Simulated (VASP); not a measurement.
# LiH (P6_3/mmc) in VASP: further runs, part 2 of 2

VASP 6.6.1.

## 4. Single point, PBE (volume changed by -10%)

INCAR reads:

```
SYSTEM = LiH
ALGO = Normal
EDIFF = 1E-7
ENCUT = 520
GGA = PE
ISIF = 2
ISMEAR = 0
LASPH = .TRUE.
LCHARG = .TRUE.
LELF = .TRUE.
LREAL = .FALSE.
LVHAR = .TRUE.
LWAVE = .FALSE.
NBANDS = 12
NELM = 100
PREC = Accurate
SIGMA = 0.01
```

KPOINTS reads:

```
k-points
0
G
  6 6 2
  0 0 0
```

POSCAR reads:

```
LiH
1.0
    2.6855554935      0.0000000000      0.0000000000
   -1.3427777467      2.3257592807      0.0000000000
    0.0000000000      0.0000000000      4.7047918267
Li H
2 2
Direct
    0.0000000000      0.0000000000      0.0000000000
    0.0000000000      0.0000000000      0.5000000000
    0.3333333333      0.6666666667      0.2500000000
    0.6666666667      0.3333333333      0.7500000000
```

Run with:

```console
$ cat potpaw_PBE.64/Li_sv/POTCAR potpaw_PBE.64/H/POTCAR > POTCAR
$ mpirun -np 1 vasp_std > vasp.out
```

It took 3.4 s on 1 thread of Intel Xeon 6975P-C (Granite Rapids), shared host; peak memory 0.13 GiB.

Results (log left out):

```
Free energy            : -11.9887 eV
Band gap on the k mesh : 4.48 eV, indirect (least direct gap 5.06 eV)
```

Levels at points of the mesh, in eV from the valence-band top:
```
           k point  band 2  band 3  band 4  band 5  band 6  band 7
(0.00, 0.00, 0.00)  -44.23   -5.66   -3.34    4.85   15.50   17.13
(0.50, 0.00, 0.00)  -44.18   -2.74    0.00    5.06    6.16    6.20
(0.00, 0.00, 0.50)  -44.28   -4.73   -4.73    9.02    9.02   16.81
(0.50, 0.00, 0.50)  -44.23   -1.54   -1.54    4.48    4.48   12.10
```

Caveat: the k points lie up to 0.67 Å⁻¹ apart; the cutoff is under 1.25 times the usual one of these potentials, so pressure, stress and relaxed cells hold a basis-set (Pulay) error. A k mesh can miss the band edges.

## 5. Single point, PBE (volume changed by +5%)

INCAR reads:

```
SYSTEM = LiH
  PREC = Accurate
  ENCUT = 520
  EDIFF = 1E-6
  ISMEAR = 0
  SIGMA = 0.01
  LREAL = .FALSE.
  LASPH = .TRUE.
  NELM = 100
  ALGO = Normal
  ISIF = 2
  LWAVE = .FALSE.
  LCHARG = .FALSE.
  GGA = PE
  NBANDS = 12
```

KPOINTS reads:

```
regular mesh
0
G
  6 6 2
  0 0 0
```

POSCAR reads:

```
LiH
1.0
    2.8271557028      0.0000000000      0.0000000000
   -1.4135778514      2.4483886591      0.0000000000
    0.0000000000      0.0000000000      4.9528595016
Li H
2 2
Direct
    0.0000000000      0.0000000000      0.0000000000
    0.0000000000      0.0000000000      0.5000000000
    0.3333333333      0.6666666667      0.2500000000
    0.6666666667      0.3333333333      0.7500000000
```

Run with:

```console
$ cat potpaw_PBE.64/Li_sv/POTCAR potpaw_PBE.64/H/POTCAR > POTCAR
$ mpirun -np 1 vasp_std > vasp.out
```

It took 3.3 s on 1 thread of Intel Xeon 6975P-C (Granite Rapids), shared host; peak memory 0.14 GiB.

Results (log left out):

```yaml
Free_energy: -12.0260 eV
Band_gap_on_the_k_mesh: 4.30 eV, indirect (least direct gap 4.91 eV)
```

Levels at points of the mesh, in eV from the valence-band top:
| k point | band 2 | band 3 | band 4 | band 5 | band 6 | band 7 |
| --- | --- | --- | --- | --- | --- | --- |
| (0.00, 0.00, 0.00) | -44.38 | -5.08 | -2.83 | 4.45 | 14.02 | 15.22 |
| (0.50, 0.00, 0.00) | -44.35 | -2.28 | 0.00 | 4.91 | 5.76 | 5.98 |
| (0.00, 0.00, 0.50) | -44.40 | -4.18 | -4.18 | 8.31 | 8.31 | 15.13 |
| (0.50, 0.00, 0.50) | -44.37 | -1.26 | -1.26 | 4.30 | 4.30 | 11.12 |

Caveat: the k points lie up to 0.63 Å⁻¹ apart; the cutoff is under 1.25 times the usual one of these potentials, so pressure, stress and relaxed cells hold a basis-set (Pulay) error.

## 6. Single point, PBE (volume changed by +10%)

INCAR reads:

```
ALGO     = Normal         # electronic algorithm
EDIFF    = 1E-6           # SCF threshold, eV
ENCUT    = 520            # plane-wave cutoff, eV
GGA      = PE             # functional
ISIF     = 2              # what is computed and relaxed
ISMEAR   = 0              # smearing method
LASPH    = T              # aspherical terms in the spheres
LCHARG   = F              # write CHGCAR
LREAL    = F              # projectors in reciprocal space
LWAVE    = F              # write WAVECAR
NBANDS   = 12             # bands
NELM     = 100            # most SCF steps
PREC     = Accurate       # precision mode
SIGMA    = 0.01           # smearing width, eV
```

KPOINTS reads:

```
k-points
0
Gamma
  6 6 2
```

POSCAR reads:

```
LiH
1.0
    2.8713371469      0.0000000000      0.0000000000
   -1.4356685734      2.4866509120      0.0000000000
    0.0000000000      0.0000000000      5.0302604332
Li H
2 2
Direct
    0.0000000000      0.0000000000      0.0000000000
    0.0000000000      0.0000000000      0.5000000000
    0.3333333333      0.6666666667      0.2500000000
    0.6666666667      0.3333333333      0.7500000000
```

Potentials or basis: VASP PAW PBE potentials, release 64 (Li_sv, H).

Run with:

```console
$ cat potpaw_PBE.64/Li_sv/POTCAR potpaw_PBE.64/H/POTCAR > POTCAR
$ mpirun -np 1 vasp_std > vasp.out
```

OUTCAR:

```text
EDIFF = 1E-6
   ENCUT = 520
   GGA = PE
   ISIF = 2
   ISMEAR = 0
   LASPH = T
   LREAL = F
   NELM = 100
   PREC = Accurate

 ion  position               nearest neighbor table
   1  0.000  0.000  0.000-   2 2.52   2 2.52
   2  0.000  0.000  0.500-   1 2.52   1 2.52
   3  0.333  0.667  0.250-
   4  0.667  0.333  0.750-

  LATTYP: Found a hexagonal cell.
[... 397 lines left out ...]

  FORCE on cell =-STRESS in cart. coord.  units (eV):
  Direction    XX          YY          ZZ          XY          YZ          ZX
  --------------------------------------------------------------------------------------
  -------------------------------------------------------------------------------------
  Total       -0.6652056     -0.6652056     -0.6561922     -0.0000000      0.0000000      0.0000000
  in kB      -29.6740603    -29.6740603    -29.2719834     -0.0000000      0.0000000      0.0000000
  external PRESSURE =     -29.5400347 kB  Pullay stress =       0.0000000 kB

 VOLUME and BASIS-vectors are now :
 -----------------------------------------------------------------------------
  energy-cutoff  :      520.00
  volume of cell :       35.92
      direct lattice vectors                 reciprocal lattice vectors
     2.871337147  0.000000000  0.000000000     0.348269795  0.201073660  0.000000000
    -1.435668573  2.486650912  0.000000000     0.000000000  0.402147320  0.000000000
     0.000000000  0.000000000  5.030260433     0.000000000  0.000000000  0.198796864

 POSITION                                       TOTAL-FORCE (eV/Angst)
 -----------------------------------------------------------------------------------
      0.00000      0.00000      0.00000         0.000000      0.000000      0.000000
      0.00000      0.00000      2.51513         0.000000      0.000000      0.000000
     -0.00000      1.65777      1.25757         0.000000     -0.000000     -0.000000
      1.43567      0.82888      3.77270        -0.000000      0.000000      0.000000
 -----------------------------------------------------------------------------------
    total drift:                               -0.000000      0.000000      0.000000

  FREE ENERGIE OF THE ION-ELECTRON SYSTEM (eV)
  ---------------------------------------------------
  free  energy   TOTEN  =       -12.0041300721 eV

  energy  without entropy=      -12.0041300721  energy(sigma->0) =      -12.00413007
```

It took 3.4 s on 1 thread of Intel Xeon 6975P-C (Granite Rapids), shared host; peak memory 0.15 GiB.

Results:

```
Free energy            : -12.0041 eV
Band gap on the k mesh : 4.24 eV, indirect (least direct gap 4.87 eV)
```

Caveat: the k points lie up to 0.62 Å⁻¹ apart; the cutoff is under 1.25 times the usual one of these potentials, so pressure, stress and relaxed cells hold a basis-set (Pulay) error. A k mesh can miss the band edges.

## 7. Overview

| cell | gap on the mesh (eV) |
| --- | --- |
| a = 2.782, b = 2.782, c = 4.873 Å, angles 90.0, 90.0, 120.0°, 4 atoms | 4.36 |
| a = 2.734, b = 2.734, c = 4.790 Å, angles 90.0, 90.0, 120.0°, 4 atoms | 4.42 |
| a = 2.686, b = 2.686, c = 4.705 Å, angles 90.0, 90.0, 120.0°, 4 atoms | 4.48 |
| a = 2.827, b = 2.827, c = 4.953 Å, angles 90.0, 90.0, 120.0°, 4 atoms | 4.30 |
| a = 2.871, b = 2.871, c = 5.030 Å, angles 90.0, 90.0, 120.0°, 4 atoms | 4.24 |

Alike in all rows: task single point; level PBE; potentials or basis VASP PAW PBE potentials, release 64 (Li_sv, H); no spin polarisation; k mesh 6 × 6 × 2; cutoff (eV) 520; smearing gaussian 0.01 eV.

Caveats: all runs use coarse meshes; the cutoff is under 1.25 times the usual one of these potentials, so pressure, stress and relaxed cells hold a basis-set (Pulay) error.

Absolute energies hang on the potentials; compare differences alone.
